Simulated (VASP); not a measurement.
# LiF (P6_222) in VASP: notebook

Runs on LiF. Level: PBE. Tasks: single point, relaxation of cell and atoms.

All numbers are computed with VASP 6.6.1; they aren't measurements. Logs are shortened: lines on timing, memory, paths and dates and some standing lists are left out, and cuts for length are marked.

## (1) The cell of the first run

Symmetry: P6_222, No. 180, hexagonal system. Conventional cell: a = 2.966 Å, b = 2.966 Å, c = 7.349 Å, α = 90.00°, β = 90.00°, γ = 120.00°. Li (site symmetry 222) has 4 F at 1.92 Å within 2.6 Å. Within 2.6 Å of F (site symmetry 222) lie 4 Li at 1.92 Å.

The cell was generated, and may not be a known phase.

## (2) Single point, PBE

Contents of INCAR:

```
ALGO = Normal ; EDIFF = 1E-6
ENCUT = 520 ; GGA = PE
ISIF = 2 ; ISMEAR = 0
LASPH = True ; LCHARG = True
LELF = True ; LREAL = False
LVHAR = True ; LWAVE = False
NBANDS = 24 ; NELM = 60
PREC = Accurate ; SIGMA = 0.1
```

Contents of KPOINTS:

```
k-points
0
Gamma
  6 6 4
```

Contents of POSCAR:

```
LiF
1.0
    2.9662850766      0.0000000000      0.0000000000
   -1.4831425383      2.5688782312      0.0000000000
    0.0000000000      0.0000000000      7.3486551836
Li F
3 3
Direct
    0.0000000000      0.5000000000      0.1666666667
    0.5000000000      0.5000000000      0.8333333333
    0.5000000000      0.0000000000      0.5000000000
    0.5000000000      0.5000000000      0.3333333333
    0.5000000000      0.0000000000      0.0000000000
    0.0000000000      0.5000000000      0.6666666667
```

Potentials or basis: VASP PAW PBE potentials, release 64 (Li_sv, F).

On the command line:

```sh
$ cat potpaw_PBE.64/Li_sv/POTCAR potpaw_PBE.64/F/POTCAR > POTCAR
$ mpirun -np 1 vasp_std > vasp.out
```

OUTCAR:

```text
EDIFF = 1E-6
   ENCUT = 520
   GGA = PE
   ISIF = 2
   ISMEAR = 0
   LASPH = True
   LREAL = False
   NELM = 60
   PREC = Accurate

 ion  position               nearest neighbor table
   1  0.000  0.500  0.167-   4 1.92   4 1.92   5 1.92   5 1.92
   2  0.500  0.500  0.833-   6 1.92   6 1.92   5 1.92   5 1.92
   3  0.500  0.000  0.500-   4 1.92   6 1.92   4 1.92   6 1.92
   4  0.500  0.500  0.333-   1 1.92   1 1.92   3 1.92   3 1.92
   5  0.500  0.000  0.000-   1 1.92   2 1.92   2 1.92   1 1.92
   6  0.000  0.500  0.667-   2 1.92   2 1.92   3 1.92   3 1.92

  LATTYP: Found a hexagonal cell.
 ALAT       =     2.9662850766
 C/A-ratio  =     2.4773934379

  Lattice vectors:

 A1 = (   2.9662850766,   0.0000000000,   0.0000000000)
 A2 = (  -1.4831425383,   2.5688782312,   0.0000000000)
 A3 = (   0.0000000000,   0.0000000000,   7.3486551836)

Analysis of symmetry for initial positions (statically):
=====================================================================
 Subroutine PRICEL returns:
 Original cell was already a primitive cell.

 Routine SETGRP: Setting up the symmetry group for a
 hexagonal supercell.

 Subroutine GETGRP returns: Found 12 space group operations
 (whereof  4 operations were pure point group operations)
 out of a pool of 24 trial point group operations.

The static configuration has the point symmetry D_2 .
 The point group associated with its full space group is D_6 .

Analysis of symmetry for dynamics (positions and initial velocities):
=====================================================================
 Subroutine PRICEL returns:
 Original cell was already a primitive cell.

 Routine SETGRP: Setting up the symmetry group for a
 hexagonal supercell.

 Subroutine GETGRP returns: Found 12 space group operations
 (whereof  4 operations were pure point group operations)
 out of a pool of 24 trial point group operations.

The dynamic configuration has the point symmetry D_2 .
 The point group associated with its full space group is D_6 .

 Subroutine INISYM returns: Found 12 space group operations
 (whereof  4 operations are pure point group operations),
 and found     1 'primitive' translations

----------------------------------------------------------------------------------------

                                     Primitive cell

  volume of cell :      55.9969

  direct lattice vectors                    reciprocal lattice vectors
     2.966285077  0.000000000  0.000000000     0.337122014  0.194637486  0.000000000
    -1.483142538  2.568878231  0.000000000     0.000000000  0.389274971  0.000000000
     0.000000000  0.000000000  7.348655184     0.000000000  0.000000000  0.136079320

  length of vectors
     2.966285077  2.966285077  7.348655184     0.389274971  0.389274971  0.136079320

  position of ions in fractional coordinates (direct lattice)
     0.000000000  0.500000000  0.166666667
     0.500000000  0.500000000  0.833333333
     0.500000000  0.000000000  0.500000000
     0.500000000  0.500000000  0.333333333
     0.500000000  0.000000000  0.000000000
     0.000000000  0.500000000  0.666666667

  ion indices of the primitive-cell ions
   primitive index   ion index
                 1           1
                 2           2
                 3           3
                 4           4
                 5           5
                 6           6

----------------------------------------------------------------------------------------

 KPOINTS: k-points

Automatic generation of k-mesh.
 Grid dimensions read from file:
 generate k-points for:    6    6    4

 Generating k-lattice:

  Cartesian coordinates                     Fractional coordinates (reciprocal lattice)
     0.056187002  0.032439581  0.000000000     0.166666667 -0.000000000  0.000000000
     0.000000000  0.064879162  0.000000000     0.000000000  0.166666667  0.000000000
     0.000000000  0.000000000  0.034019830     0.000000000  0.000000000  0.250000000

  Length of vectors
     0.064879162  0.064879162  0.034019830

  Shift w.r.t. Gamma in fractional coordinates (k-lattice)
     0.000000000  0.000000000  0.000000000

 Subroutine IBZKPT returns following result:
 ===========================================

 Found     21 irreducible k-points:

 Following reciprocal coordinates:
            Coordinates               Weight
  0.000000  0.000000  0.000000      1.000000
  0.166667  0.000000  0.000000      6.000000
  0.333333  0.000000  0.000000      6.000000
  0.500000  0.000000  0.000000      3.000000
  0.166667  0.166667  0.000000      6.000000
  0.333333  0.166667  0.000000     12.000000
[... 13 lines left out ...]
  0.333333  0.166667  0.500000     12.000000
  0.333333  0.333333  0.500000      2.000000
   k-points           NKPTS =     21   k-points in BZ     NKDIM =     21   number of bands    NBANDS=     24
   number of dos      NEDOS =    301   number of ions     NIONS =      6
   total plane-waves  NPLWV =  32256
   dimension x,y,z NGX =    24 NGY =   24 NGZ =   56
   dimension x,y,z NGXF=    48 NGYF=   48 NGZF=  112
   ions per type =               3   3
   NGX,Y,Z   is equivalent  to a cutoff of  13.45, 13.45, 12.67 a.u.
   NGXF,Y,Z  is equivalent  to a cutoff of  26.90, 26.90, 25.34 a.u.
 SYSTEM =  unknown system
   PREC   = accura    normal or accurate (medium, high low for compatibility)
   ISTART =      0    job   : 0-new  1-cont  2-samecut
   ICHARG =      2    charge: 1-file 2-atom 10-const
   ISPIN  =      1    spin polarized calculation?
   LNONCOLLINEAR =      F non collinear calculations
   LSORBIT =      F    spin-orbit coupling
   LASPH  =      T    aspherical Exc in radial PAW
   ENCUT  =  520.0 eV  38.22 Ry    6.18 a.u.   5.52  5.52 13.66*2*pi/ulx,y,z
   NELM   =     60;   NELMIN=  2; NELMDL= -5     # of ELM steps
   EDIFF  = 0.1E-05   stopping-criterion for ELM
   LREAL  =      F    real-space projection
   EDIFFG = 0.1E-04   stopping-criterion for IOM
   NSW    =      0    number of steps for IOM
   IBRION =     -1    ionic relax: 0-MD 1-quasi-New 2-CG
   NFREE  =      0    steps in history (QN), initial steepest desc. (CG)
   ISIF   =      2    stress and relaxation
   ISYM   =      2    0-nonsym 1-usesym 2-fastsym
   POTIM  = 0.5000    time-step for ionic-motion
   TEBEG  =    0.0;   TEEND  =   0.0 temperature during run
   PSTRESS=    0.0 pullay stress
   NELECT =      30.0000    total number of electrons
   NUPDOWN=      -1.0000    fix difference up-down
   EMIN   =  10.00;   EMAX   =-10.00  energy-range for DOS
   EFERMI =   0.00;   METHOD = LEGACY
   ISMEAR =     0;   SIGMA  =   0.10  broadening in eV -4-tet -1-fermi 0-gaus
   EFERMI_NEDOS =   21; number of points for ismear=-14 and -15
   IALGO  =     38    algorithm
   IMIX   =      4    mixing-type and parameters
     AMIX     =   0.40;   BMIX     =  1.00
     AMIX_MAG =   1.60;   BMIX_MAG =  1.00
  volume/ion in A,a.u.               =       9.33        62.98
  Fermi-wavevector in a.u.,A,eV,Ry     =   1.329619  2.512615 24.053553  1.767886
  Thomas-Fermi vector in A             =   2.458768
   LORBIT       =      0    0 simple, 1 ext, 2 COOP (PROOUT), +10 PAW based schemes
   GGA     = PE    functional components
   LHFCALC =     F    Hartree Fock is set to
   AEXX    =    0.0000 exact exchange contribution
   IVDW    =     0    specifies the selected vdW correction
   LEPSILON=     F    determine dielectric tensor
   LRPA    =     F    only Hartree local field effects (RPA)
 non-spin polarized calculation
 Gauss-broadening in eV      SIGMA  =   0.10
  energy-cutoff  :      520.00
  volume of cell :       56.00
 maximum number of plane-waves:      1539
 NGX is ok and might be reduce to    24
   NGX = 11   NGY = 11   NGZ = 27

 number of electron      30.0000031 magnetization

 Free energy of the ion-electron system (eV)
  ---------------------------------------------------
  ext. energy  EPLUGINS =         0.00000000
  ---------------------------------------------------
  free energy    TOTEN  =       -28.56832378 eV

  energy without entropy =      -28.56832378  energy(sigma->0) =      -28.56832378

 E-fermi :  -1.1084     XC(G=0):  -9.2508

 val. band max:       -1.7115785763   @ k =   0.0000   0.0000   0.0000
 cond. band min:       6.0868517767   @ k =   0.0000   0.0000   0.0000
 fundamental gap:      7.7984303529
 Fermi energy:        -1.1084162681

 k-point     1 :       0.0000    0.0000    0.0000
  band No.  band energies     occupation
      1     -42.8321      2.00000
      2     -42.8011      2.00000
      3     -42.8011      2.00000
      4     -21.4699      2.00000
      5     -21.2675      2.00000
      6     -21.2675      2.00000
[... 16 lines left out ...]
     23      19.4875      0.00000
     24      19.8887      0.00000

 k-point     2 :       0.1667    0.0000    0.0000
  band No.  band energies     occupation
      1     -42.8239      2.00000
      2     -42.7966      2.00000
      3     -42.7966      2.00000
      4     -21.4050      2.00000
      5     -21.2216      2.00000
      6     -21.1967      2.00000
[... 16 lines left out ...]
     23      16.6789      0.00000
     24      18.7611      0.00000

 k-point     3 :       0.3333    0.0000    0.0000
  band No.  band energies     occupation
      1     -42.8064      2.00000
      2     -42.7885      2.00000
      3     -42.7874      2.00000
      4     -21.2611      2.00000
      5     -21.1369      2.00000
      6     -21.0501      2.00000
[... 16 lines left out ...]
     23      15.8439      0.00000
     24      16.7763      0.00000

 k-point     4 :       0.5000    0.0000    0.0000
  band No.  band energies     occupation
      1     -42.7963      2.00000
      2     -42.7858      2.00000
      3     -42.7828      2.00000
      4     -21.1726      2.00000
      5     -21.1078      2.00000
      6     -20.9743      2.00000
[... 16 lines left out ...]
     23      15.6603      0.00000
     24      16.2568      0.00000

 k-point     5 :       0.1667    0.1667    0.0000
  band No.  band energies     occupation
      1     -42.8110      2.00000
      2     -42.7905      2.00000
      3     -42.7896      2.00000
      4     -21.2996      2.00000
      5     -21.1545      2.00000
      6     -21.0895      2.00000
[... 16 lines left out ...]
     23      15.7001      0.00000
     24      17.6817      0.00000

 k-point     6 :       0.3333    0.1667    0.0000
  band No.  band energies     occupation
      1     -42.7962      2.00000
      2     -42.7860      2.00000
      3     -42.7827      2.00000
      4     -21.1740      2.00000
      5     -21.1014      2.00000
      6     -20.9799      2.00000
[... 16 lines left out ...]
     23      15.6226      0.00000
     24      16.8493      0.00000
[... 298 lines left out ...]
 k-point    18 :       0.5000    0.0000    0.5000
  band No.  band energies     occupation
      1     -42.7962      2.00000
      2     -42.7858      2.00000
      3     -42.7829      2.00000
      4     -21.1726      2.00000
      5     -21.1079      2.00000
      6     -20.9743      2.00000
[... 16 lines left out ...]
     23      15.7851      0.00000
     24      16.6348      0.00000

 k-point    19 :       0.1667    0.1667    0.5000
  band No.  band energies     occupation
      1     -42.8055      2.00000
      2     -42.8023      2.00000
      3     -42.7832      2.00000
      4     -21.2655      2.00000
      5     -21.2204      2.00000
      6     -21.0572      2.00000
[... 16 lines left out ...]
     23      15.8282      0.00000
     24      17.5416      0.00000

 k-point    20 :       0.3333    0.1667    0.5000
  band No.  band energies     occupation
      1     -42.7953      2.00000
      2     -42.7885      2.00000
      3     -42.7812      2.00000
      4     -21.1810      2.00000
      5     -21.0902      2.00000
      6     -20.9847      2.00000
[... 16 lines left out ...]
     23      15.6472      0.00000
     24      17.2176      0.00000

 k-point    21 :       0.3333    0.3333    0.5000
  band No.  band energies     occupation
      1     -42.7906      2.00000
      2     -42.7829      2.00000
      3     -42.7829      2.00000
      4     -21.1571      2.00000
      5     -21.0010      2.00000
      6     -21.0010      2.00000
[... 16 lines left out ...]
     23      16.4240      0.00000
     24      16.5849      0.00000

------------------------ aborting loop because EDIFF is reached ----------------------------------------

  FORCE on cell =-STRESS in cart. coord.  units (eV):
  Direction    XX          YY          ZZ          XY          YZ          ZX
  --------------------------------------------------------------------------------------
  -------------------------------------------------------------------------------------
  Total       -0.1008659     -0.1008659     -0.0481358      0.0000000      0.0000000      0.0000000
  in kB       -2.8859624     -2.8859624     -1.3772547      0.0000000      0.0000000      0.0000000
  external PRESSURE =      -2.3830598 kB  Pullay stress =       0.0000000 kB

 VOLUME and BASIS-vectors are now :
 -----------------------------------------------------------------------------
  energy-cutoff  :      520.00
  volume of cell :       56.00
      direct lattice vectors                 reciprocal lattice vectors
     2.966285077  0.000000000  0.000000000     0.337122014  0.194637486  0.000000000
    -1.483142538  2.568878231  0.000000000     0.000000000  0.389274971  0.000000000
     0.000000000  0.000000000  7.348655184     0.000000000  0.000000000  0.136079320

 POSITION                                       TOTAL-FORCE (eV/Angst)
 -----------------------------------------------------------------------------------
     -0.74157      1.28444      1.22478         0.000000      0.000000      0.000000
      0.74157      1.28444      6.12388         0.000000     -0.000000      0.000000
      1.48314      0.00000      3.67433         0.000000      0.000000      0.000000
      0.74157      1.28444      2.44955        -0.000000     -0.000000     -0.000000
      1.48314      0.00000      0.00000        -0.000000     -0.000000      0.000000
     -0.74157      1.28444      4.89910        -0.000000      0.000000     -0.000000
 -----------------------------------------------------------------------------------
    total drift:                               -0.000000     -0.000000      0.000001

  FREE ENERGIE OF THE ION-ELECTRON SYSTEM (eV)
  ---------------------------------------------------
  free  energy   TOTEN  =       -28.5683237775 eV

  energy  without entropy=      -28.5683237775  energy(sigma->0) =      -28.56832378
```

Wall time 30 s (1 thread of Intel Xeon 8259CL, shared host); peak memory 0.17 GiB.

What came out:

```
Free energy            : -28.5683 eV
Band gap on the k mesh : 7.80 eV
```

Caveat: the cutoff is under 1.25 times the usual one of these potentials, so pressure, stress and relaxed cells hold a basis-set (Pulay) error.

## (3) Relaxation of cell and atoms, PBE

This run uses another cell than the first one, of 7.26 Å³/atom.

Contents of INCAR:

```
SYSTEM = LiF
ALGO = Normal
EDIFF = 1E-6
EDIFFG = -0.04
ENCUT = 600
GGA = PE
IBRION = 2
ISIF = 3
ISMEAR = 0
LASPH = .TRUE.
LCHARG = .FALSE.
LREAL = .FALSE.
LWAVE = .FALSE.
NELM = 100
NSW = 90
PREC = Accurate
SIGMA = 0.1
```

Contents of KPOINTS:

```
k-points
0
G
  6 6 4
  0 0 0
```

Contents of POSCAR:

```
LiF
1.0
    2.8430436600      0.0000000000      0.0000000000
   -1.4215218300      2.4621480400      0.0000000000
    0.0000000000      0.0000000000      6.2263572400
Li F
3 3
Direct
    0.0000000000      0.5000000000      0.1666666700
    0.5000000000      0.5000000000      0.8333333300
    0.5000000000      0.0000000000      0.5000000000
    0.5000000000      0.5000000000      0.3333333300
    0.5000000000      0.0000000000      0.0000000000
    0.0000000000      0.5000000000      0.6666666700
```

Potentials or basis: VASP PAW PBE potentials, release 64 (Li_sv, F).

On the command line:

```sh
$ cat potpaw_PBE.64/Li_sv/POTCAR potpaw_PBE.64/F/POTCAR > POTCAR
$ mpirun -np 1 vasp_std > vasp.out
```

It took 2.3 min on 1 thread of Intel Xeon 8259CL, shared host; peak memory 0.17 GiB.

Results (log left out):

- Free energy: -28.5168 eV
- Relaxed volume: 9.24 Å³/atom
- Relaxed cell: a = 2.967 Å, b = 2.967 Å, c = 7.267 Å, α = 90.00°, β = 90.00°, γ = 120.00°
- Space group after relaxing (to 0.1 Å): P6_222 (No. 180)
- Energy gained by relaxing: 176.3 meV/atom
- Ionic steps: 8
- Pressure after relaxing: -0.1 GPa
- Band gap on the k mesh: 7.89 eV

Stress tensor (GPa, compression positive):
```
-0.09  0.00  0.00
 0.00 -0.09  0.00
 0.00  0.00  0.02
```

Step by step:
```
step  energy change (eV)  largest force (eV/Å)  pressure (GPa)  volume (Å³)
   1              0.0000                0.0000           27.41        43.58
   2             -0.9130                0.0000            6.15        51.87
   3             -1.0175                0.0000            0.50        55.70
   4             -1.0220                0.0000           -0.77        56.73
   5             -1.0217                0.0000           -1.11        57.02
   6             -1.0402                0.0000           -1.03        56.71
   7             -1.0557                0.0000           -0.90        56.08
   8             -1.0577                0.0000           -0.06        55.41
```

Final structure:
```cif
data_structure
_symmetry_space_group_name_H-M 'P 1'
_symmetry_Int_Tables_number 1
_cell_length_a 2.9673
_cell_length_b 2.9673
_cell_length_c 7.2667
_cell_angle_alpha 90.000
_cell_angle_beta 90.000
_cell_angle_gamma 120.000
_cell_volume 55.41
loop_
_atom_site_label
_atom_site_type_symbol
_atom_site_fract_x
_atom_site_fract_y
_atom_site_fract_z
_atom_site_occupancy
Li1 Li 0.00000 0.50000 0.16667 1
Li2 Li 0.50000 0.50000 0.83333 1
Li3 Li 0.50000 0.00000 0.50000 1
F1 F 0.50000 0.50000 0.33333 1
F2 F 0.50000 0.00000 0.00000 1
F3 F 0.00000 0.50000 0.66667 1
```

Levels at points of the mesh, in eV from the valence-band top:
| k point | band 13 | band 14 | band 15 | band 16 | band 17 | band 18 |
| --- | --- | --- | --- | --- | --- | --- |
| (0.00, 0.00, 0.00) | -0.13 | -0.13 | 0.00 | 7.89 | 9.88 | 9.88 |
| (0.50, 0.00, 0.00) | -0.73 | -0.54 | -0.17 | 10.32 | 12.23 | 12.69 |
| (0.00, 0.00, 0.50) | -0.18 | -0.04 | -0.04 | 8.63 | 8.63 | 10.38 |
| (0.50, 0.00, 0.50) | -0.57 | -0.42 | -0.34 | 10.33 | 12.20 | 12.73 |

Caveat: the k points lie up to 0.41 Å⁻¹ apart in the final cell; the cutoff is under 1.25 times the usual one of these potentials, so pressure, stress and relaxed cells hold a basis-set (Pulay) error; the volume moved by over 15 % at a fixed basis, so the end points are rough. A k mesh can miss the band edges.

(Part 1 of 2 ends here.)
